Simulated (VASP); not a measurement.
Write the native input for VASP 6.6.1 that does the following.

* Task: single point
* Functional: PBEsol
* Potentials or basis: VASP PAW PBE potentials, release 64 (Zr_sv)
* Cutoff: 520 eV
* k mesh: 9 × 9 × 4
* Occupations: gaussian, width 0.1 eV
* Spin: no spin polarisation
* Dipole correction: no
* Further INCAR settings: ALGO = Normal; EDIFF = 1e-06; NBANDS = 19

The structure of Zr lies in POSCAR:

```
Zr
1.0
    3.1366031170      0.0000000000      0.0000000000
   -1.5683015585      2.7163779809      0.0000000000
    0.0000000000      0.0000000000      5.0346228607
Zr
2
Direct
    0.3333333333      0.6666666667      0.2500000000
    0.6666666667      0.3333333333      0.7500000000
```

The input as run:

INCAR

```
SYSTEM = Zr
ALGO = Normal
EDIFF = 1E-6
ENCUT = 520
GGA = PS
ISIF = 2
ISMEAR = 0
LASPH = .TRUE.
LCHARG = .FALSE.
LREAL = .FALSE.
LWAVE = .FALSE.
NBANDS = 19
NELM = 100
PREC = Accurate
SIGMA = 0.1
```

KPOINTS

```
k-points
0
G
  9 9 4
  0 0 0
```

Potentials or basis: VASP PAW PBE potentials, release 64 (Zr_sv).

Run with:

```sh
$ cat potpaw_PBE.64/Zr_sv/POTCAR > POTCAR
$ mpirun -np 1 vasp_std > vasp.out
```

Results of the run:

```yaml
Pressure: 5.4 GPa
Band_gap_on_the_k_mesh: zero (band 12 reaches 10.67 eV, above the bottom of band 13 at 9.76 eV)
```

Caveat: the PAW data sets were made with another functional, which shifts forces and pressure a little.

It took 11 s on 1 thread of Intel(R) Xeon(R) 6975P-C (Granite Rapids), with other jobs on the host, peak memory 0.16 GiB.
